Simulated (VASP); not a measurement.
# FeRu (P-6m2) in VASP: a series of runs

The runs below take FeRu through single point, with LDA.

All numbers are computed with VASP 6.6.1; they aren't measurements. Logs are shortened: lines on timing, memory, paths and dates and some standing lists are left out, and cuts for length are marked.

**1. The cell of the first run**

The structure is hexagonal, space group P-6m2 (No. 187). The conventional cell has a = 2.643 Å, b = 2.643 Å, c = 4.070 Å, α = 90.00°, β = 90.00°, γ = 120.00°. Within 3.4 Å of Fe (site symmetry -6m2) lie 6 Ru at 2.54 Å and 6 Fe at 2.64 Å. Ru (site symmetry -6m2) has 6 Fe at 2.54 Å and 6 Ru at 2.64 Å within 3.4 Å.

**2. Single point, LDA**

The input, INCAR:

```
SYSTEM = FeRu
PREC     = Accurate       ! precision mode
ENCUT    = 690            ! plane-wave cutoff, eV
EDIFF    = 1E-6           ! SCF threshold, eV
ISMEAR   = -1             ! smearing method
SIGMA    = 0.05           ! smearing width, eV
LREAL    = .FALSE.        ! projectors in reciprocal space
LASPH    = .TRUE.         ! aspherical terms in the spheres
NELM     = 120            ! most SCF steps
ALGO     = Normal         ! electronic algorithm
ISIF     = 2              ! what is computed and relaxed
LWAVE    = .FALSE.        ! write WAVECAR
LCHARG   = .FALSE.        ! write CHGCAR
GGA      = CA             ! functional
NBANDS   = 23             ! bands
GGA_COMPAT= .FALSE.
```

The input, KPOINTS:

```
regular mesh
0
G
  12 12 7
  0 0 0
```

The input, POSCAR:

```
FeRu
1.0
    2.6428014205      0.0000000000      0.0000000000
   -1.3214007102      2.2887331673      0.0000000000
    0.0000000000      0.0000000000      4.0702270000
Fe Ru
1 1
Direct
    0.0000000000      0.0000000000      0.5000000000
    0.6666666667      0.3333333333      0.0000000000
```

Potentials or basis: VASP PAW LDA potentials, release 64 (Fe_sv, Ru_sv).

Launch:

```sh
$ cat potpaw_LDA.64/Fe_sv/POTCAR potpaw_LDA.64/Ru_sv/POTCAR > POTCAR
$ mpirun -np 1 vasp_std > vasp.out
```

OUTCAR:

```text
SYSTEM = FeRu
   PREC = Accurate
   ENCUT = 690
   EDIFF = 1E-6
   ISMEAR = -1
   LREAL = .FALSE.
   LASPH = .TRUE.
   NELM = 120
   ISIF = 2
   GGA = CA

 ion  position               nearest neighbor table
   1  0.000  0.000  0.500-   2 2.54   2 2.54   2 2.54   2 2.54   2 2.54   2 2.54
   2  0.667  0.333  0.000-   1 2.54   1 2.54   1 2.54   1 2.54   1 2.54   1 2.54

  LATTYP: Found a hexagonal cell.
 ALAT       =     2.6428014205
 C/A-ratio  =     1.5401183640

  Lattice vectors:

 A1 = (   2.6428014205,   0.0000000000,   0.0000000000)
 A2 = (  -1.3214007102,   2.2887331673,   0.0000000000)
 A3 = (   0.0000000000,   0.0000000000,   4.0702270000)

Analysis of symmetry for initial positions (statically):
=====================================================================
 Subroutine PRICEL returns:
 Original cell was already a primitive cell.

 Routine SETGRP: Setting up the symmetry group for a
 hexagonal supercell.

 Subroutine GETGRP returns: Found 12 space group operations
 (whereof 12 operations were pure point group operations)
 out of a pool of 24 trial point group operations.

The static configuration has the point symmetry D_3h.

Analysis of symmetry for dynamics (positions and initial velocities):
=====================================================================
 Subroutine PRICEL returns:
 Original cell was already a primitive cell.

 Routine SETGRP: Setting up the symmetry group for a
 hexagonal supercell.

 Subroutine GETGRP returns: Found 12 space group operations
 (whereof 12 operations were pure point group operations)
 out of a pool of 24 trial point group operations.

The dynamic configuration has the point symmetry D_3h.

 Subroutine INISYM returns: Found 12 space group operations
 (whereof 12 operations are pure point group operations),
 and found     1 'primitive' translations

----------------------------------------------------------------------------------------

                                     Primitive cell

  volume of cell :      24.6194

  direct lattice vectors                    reciprocal lattice vectors
     2.642801421  0.000000000  0.000000000     0.378386356  0.218461465  0.000000000
    -1.321400710  2.288733167  0.000000000     0.000000000  0.436922929  0.000000000
     0.000000000  0.000000000  4.070227000     0.000000000  0.000000000  0.245686543

  length of vectors
[... 72 lines left out ...]
 SYSTEM =  FeRu
   PREC   = accura    normal or accurate (medium, high low for compatibility)
   ISTART =      0    job   : 0-new  1-cont  2-samecut
   ICHARG =      2    charge: 1-file 2-atom 10-const
   ISPIN  =      1    spin polarized calculation?
   LNONCOLLINEAR =      F non collinear calculations
   LSORBIT =      F    spin-orbit coupling
   LASPH  =      T    aspherical Exc in radial PAW
   ENCUT  =  690.0 eV  50.71 Ry    7.12 a.u.   5.66  5.66  8.72*2*pi/ulx,y,z
   NELM   =    120;   NELMIN=  2; NELMDL= -5     # of ELM steps
   EDIFF  = 0.1E-05   stopping-criterion for ELM
   LREAL  =      F    real-space projection
   EDIFFG = 0.1E-04   stopping-criterion for IOM
   NSW    =      0    number of steps for IOM
   IBRION =     -1    ionic relax: 0-MD 1-quasi-New 2-CG
   NFREE  =      0    steps in history (QN), initial steepest desc. (CG)
   ISIF   =      2    stress and relaxation
   ISYM   =      2    0-nonsym 1-usesym 2-fastsym
   POTIM  = 0.5000    time-step for ionic-motion
   TEBEG  =    0.0;   TEEND  =   0.0 temperature during run
   PSTRESS=    0.0 pullay stress
   NELECT =      32.0000    total number of electrons
   NUPDOWN=      -1.0000    fix difference up-down
   EMIN   =  10.00;   EMAX   =-10.00  energy-range for DOS
   EFERMI =   0.00;   METHOD = LEGACY
   ISMEAR =    -1;   SIGMA  =   0.05  broadening in eV -4-tet -1-fermi 0-gaus
   EFERMI_NEDOS =   21; number of points for ismear=-14 and -15
   IALGO  =     38    algorithm
   IMIX   =      4    mixing-type and parameters
     AMIX     =   0.40;   BMIX     =  1.00
     AMIX_MAG =   1.60;   BMIX_MAG =  1.00
  volume/ion in A,a.u.               =      12.31        83.07
  Fermi-wavevector in a.u.,A,eV,Ry     =   1.786619  3.376221 43.429918  3.192009
  Thomas-Fermi vector in A             =   2.850164
   LORBIT       =      0    0 simple, 1 ext, 2 COOP (PROOUT), +10 PAW based schemes
   GGA     = CA    functional components
   LHFCALC =     F    Hartree Fock is set to
   AEXX    =    0.0000 exact exchange contribution
   IVDW    =     0    specifies the selected vdW correction
   LEPSILON=     F    determine dielectric tensor
   LRPA    =     F    only Hartree local field effects (RPA)
 non-spin polarized calculation
  energy-cutoff  :      690.00
  volume of cell :       24.62
 maximum number of plane-waves:      1031
 NGX is ok and might be reduce to    24
   NGX = 11   NGY = 11   NGZ = 17

 number of electron      31.9999993 magnetization

 Free energy of the ion-electron system (eV)
  ---------------------------------------------------
  ext. energy  EPLUGINS =         0.00000000
  ---------------------------------------------------
  free energy    TOTEN  =       -19.91838296 eV

  energy without entropy =      -19.90016147  energy(sigma->0) =      -19.90927222

 E-fermi :  13.6882     XC(G=0): -14.4149

 val. band max:       13.6846900079   @ k =   0.1667   0.0833   0.2857
 cond. band min:      13.6921850350   @ k =   0.3333   0.0833   0.2857
 fundamental gap:      0.0074950271
 Fermi energy:        13.6881597113

 k-point     1 :       0.0000    0.0000    0.0000
  band No.  band energies     occupation
      1     -72.3674      2.00000
      2     -58.9656      2.00000
      3     -39.0464      2.00000
      4     -38.8115      2.00000
      5     -38.8115      2.00000
      6     -29.1498      2.00000
[... 613 lines left out ...]
     22      25.5699      0.00000
     23      29.0772      0.00000

 [... further k-points ...]
[... 5 lines left out ...]
  --------------------------------------------------------------------------------------
  -------------------------------------------------------------------------------------
  Total       -3.1502208     -3.1502208     -3.0642228     -0.0000000      0.0000000      0.0000000
  in kB     -205.0091558   -205.0091558   -199.4126021     -0.0000000      0.0000000      0.0000000
  external PRESSURE =    -203.1436379 kB  Pullay stress =       0.0000000 kB

 VOLUME and BASIS-vectors are now :
 -----------------------------------------------------------------------------
  energy-cutoff  :      690.00
  volume of cell :       24.62
      direct lattice vectors                 reciprocal lattice vectors
     2.642801421  0.000000000  0.000000000     0.378386356  0.218461465  0.000000000
    -1.321400710  2.288733167  0.000000000     0.000000000  0.436922929  0.000000000
     0.000000000  0.000000000  4.070227000     0.000000000  0.000000000  0.245686543

 POSITION                                       TOTAL-FORCE (eV/Angst)
 -----------------------------------------------------------------------------------
      0.00000      0.00000      2.03511        -0.000000      0.000000      0.000000
      1.32140      0.76291      0.00000         0.000000      0.000000      0.000000
 -----------------------------------------------------------------------------------
    total drift:                               -0.000000      0.000000      0.000000

  FREE ENERGIE OF THE ION-ELECTRON SYSTEM (eV)
  ---------------------------------------------------
  free  energy   TOTEN  =       -19.9183829649 eV

  energy  without entropy=      -19.9001614720  energy(sigma->0) =      -19.90927222
```

Wall time 44 s (1 thread of Intel Xeon Platinum 8488C (Sapphire Rapids), shared host); peak memory 0.18 GiB.

Results:

* Free energy: -19.9184 eV
* Pressure: -20.3 GPa
* Band gap on the k mesh: zero (bands 16 and 17 overlap by 1.89 eV)

Caveat: the cell stands under tension; the run has no spin polarisation, though such a crystal can be magnetic.

**3. Single point, LDA, collinear spin, ferromagnetic start (10.09 Å³/atom)**

This run uses another cell than the first one, of 10.09 Å³/atom.

The input, INCAR:

```
SYSTEM = FeRu
ALGO = Normal
EDIFF = 1E-6
ENCUT = 690
GGA = CA
GGA_COMPAT = .FALSE.
ISIF = 2
ISMEAR = -1
ISPIN = 2
LASPH = .TRUE.
LCHARG = .FALSE.
LMAXMIX = 4
LORBIT = 11
LREAL = .FALSE.
LWAVE = .FALSE.
MAGMOM = 3 1.5
NBANDS = 27
NELM = 200
PREC = Accurate
SIGMA = 0.05
```

The input, KPOINTS:

```
k-points
0
G
  12 12 7
  0 0 0
```

The input, POSCAR:

```
FeRu
1.0
    2.4736361305      0.0000000000      0.0000000000
   -1.2368180653      2.1422317288      0.0000000000
    0.0000000000      0.0000000000      3.8096924304
Fe Ru
1 1
Direct
    0.0000000000      0.0000000000      0.5000000000
    0.6666666667      0.3333333333      0.0000000000
```

Potentials or basis: VASP PAW LDA potentials, release 64 (Fe_sv, Ru_sv).

Launch:

```sh
$ cat potpaw_LDA.64/Fe_sv/POTCAR potpaw_LDA.64/Ru_sv/POTCAR > POTCAR
$ mpirun -np 1 vasp_std > vasp.out
```

OUTCAR:

```text
SYSTEM = FeRu
   EDIFF = 1E-6
   ENCUT = 690
   GGA = CA
   ISIF = 2
   ISMEAR = -1
   ISPIN = 2
   LASPH = .TRUE.
   LORBIT = 11
   LREAL = .FALSE.
   NELM = 200
   PREC = Accurate

 ion  position               nearest neighbor table
   1  0.000  0.000  0.500-   2 2.38   2 2.38   2 2.38   2 2.38   2 2.38   2 2.38
   2  0.667  0.333  0.000-   1 2.38   1 2.38   1 2.38   1 2.38   1 2.38   1 2.38

  LATTYP: Found a hexagonal cell.
 ALAT       =     2.4736361305
 C/A-ratio  =     1.5401183640

  Lattice vectors:

 A1 = (   2.4736361305,   0.0000000000,   0.0000000000)
 A2 = (  -1.2368180653,   2.1422317288,   0.0000000000)
 A3 = (   0.0000000000,   0.0000000000,   3.8096924304)

Analysis of symmetry for initial positions (statically):
[... 1657 lines left out ...]
  volume of cell :       20.19
      direct lattice vectors                 reciprocal lattice vectors
     2.473636131  0.000000000  0.000000000     0.404263177  0.233401454  0.000000000
    -1.236818065  2.142231729  0.000000000     0.000000000  0.466802908  0.000000000
     0.000000000  0.000000000  3.809692430     0.000000000  0.000000000  0.262488381

 POSITION                                       TOTAL-FORCE (eV/Angst)
 -----------------------------------------------------------------------------------
      0.00000      0.00000      1.90485         0.000000     -0.000000      0.000000
      1.23682      0.71408      0.00000        -0.000000      0.000000      0.000000
 -----------------------------------------------------------------------------------
    total drift:                               -0.000000      0.000000      0.000000

  FREE ENERGIE OF THE ION-ELECTRON SYSTEM (eV)
  ---------------------------------------------------
  free  energy   TOTEN  =       -19.5417030239 eV

  energy  without entropy=      -19.5270588169  energy(sigma->0) =      -19.53438092

 total charge

# of ion       s       p       d       tot
------------------------------------------
    1        2.221   6.074   5.642  13.937
    2        2.291   6.196   5.485  13.972
--------------------------------------------------
tot          4.512  12.270  11.126  27.909

 magnetization (x)

# of ion       s       p       d       tot
------------------------------------------
    1        0.000   0.000  -0.000  -0.000
    2        0.000   0.000   0.000   0.000
--------------------------------------------------
tot          0.000   0.000  -0.000  -0.000
```

It took 1.7 min on 1 thread of Intel Xeon Platinum 8259CL at 2.50GHz (Skylake/Cascade Lake), shared host; peak memory 0.22 GiB.

What came out:

```yaml
Free_energy: -19.5417 eV
Pressure: 61.0 GPa
Band_gap_on_the_k_mesh: zero (filled and empty bands overlap)
Net_moment: 0.00 μB per cell
Valence_electrons_inside_the_program's_atomic_spheres: Fe 13.94; Ru 13.97
```

Levels at points of the mesh, in eV from the Fermi level:
Spin up:
| k point | band 14 | band 15 | band 16 | band 17 | band 18 | band 19 |
| --- | --- | --- | --- | --- | --- | --- |
| (0.00, 0.00, 0.00) | -1.56 | -1.56 | -1.50 | -1.50 | 1.36 | 1.36 |
| (0.50, 0.00, 0.00) | -1.84 | -1.26 | 0.75 | 2.03 | 2.81 | 3.85 |
Spin down:
```tsv
k point	band 14	band 15	band 16	band 17	band 18	band 19
(0.00, 0.00, 0.00)	-1.56	-1.56	-1.50	-1.50	1.36	1.36
(0.50, 0.00, 0.00)	-1.84	-1.26	0.75	2.03	2.81	3.85
```

Caveat: the cell stands under pressure; the moments typed at the start vanished in this run.

The gap in the log of VASP goes by the Fermi energy; the results here count the filled bands.